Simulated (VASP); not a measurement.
The system is TiAl.

```
CELL_PARAMETERS angstrom
2.92155 0.00000 0.00000
-1.46077 2.53014 0.00000
0.00000 0.00000 4.73923
ATOMIC_POSITIONS crystal
Ti 0.00000 0.00000 0.00000
Al 0.33333 0.66667 0.50000
```

Base run:

```yaml
Program: VASP 6.6.1
Functional: PBEsol
Potentials_or_basis: VASP PAW PBE potentials, release 64 (Ti_sv, Al)
Cutoff: 520 eV
k_mesh: 21 × 21 × 12
Occupations: gaussian, width 0.15 eV
Spin: collinear spin
Starting_moments: "[0.875, 0.0] μB"
Fixed_moment: 0.875 μB
```

Its results: pressure -6.9 GPa; site moments Ti +0.55; Al +0.01 μB.

Q: The run is repeated on the same cell with these changes: fixed moment from 0.875 μB to 0.375 μB; moments at the start from [0.88, 0.0] to [0.38, 0.0]. What comes out?

A: Pressure -7.4 GPa; site moments Ti +0.23; Al +0.00 μB.

Caveats: the cell stands under tension; the PAW data sets were made with another functional, which shifts forces and pressure a little; the total moment is fixed, so each spin has its own Fermi level.
